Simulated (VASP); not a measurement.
LiSi16 (a cell with a defect), 17 atoms in the cell. The cell holds a defect, 17 atoms: a = 7.679 Å, b = 7.679 Å, c = 7.679 Å, α = 60.00°, β = 60.00°, γ = 60.00°. 

- Program: VASP 6.6.1
- Task: single point
- Functional: PBE
- Potentials or basis: VASP PAW PBE potentials, release 64 (Si, Li_sv)
- Cutoff: 520 eV
- k mesh: 2 × 2 × 2
- Occupations: fermi-dirac, width 0.05 eV
- Spin: collinear spin
- Starting moments: [0.0, 0.0, 0.0, 0.0, 0.0, 0.0, 0.0, 0.0, 0.0, 0.0, 0.0, 0.0, 0.0, 0.0, 0.0, 0.0, 1.0] μB
- Dipole correction: no
- Further INCAR settings: LREAL = Auto; ALGO = Normal; EDIFF = 1e-06; NBANDS = 52

Potentials or basis: VASP PAW PBE potentials, release 64 (Si, Li_sv).

Command:

```bash
$ cat potpaw_PBE.64/Si/POTCAR potpaw_PBE.64/Li_sv/POTCAR > POTCAR
$ mpirun -np 1 vasp_std > vasp.out
```

Hardware: 1 thread of Intel(R) Xeon(R) Platinum 8375C CPU @ 2.90GHz (Ice Lake), on a shared host.

**Question.** How long does it take, and how much memory?

**Answer.** It took 9.1 min on 1 thread of Intel(R) Xeon(R) Platinum 8375C CPU @ 2.90GHz (Ice Lake) (shared host), peak memory 0.71 GiB. Counts: scf iterations 16, k points 8.
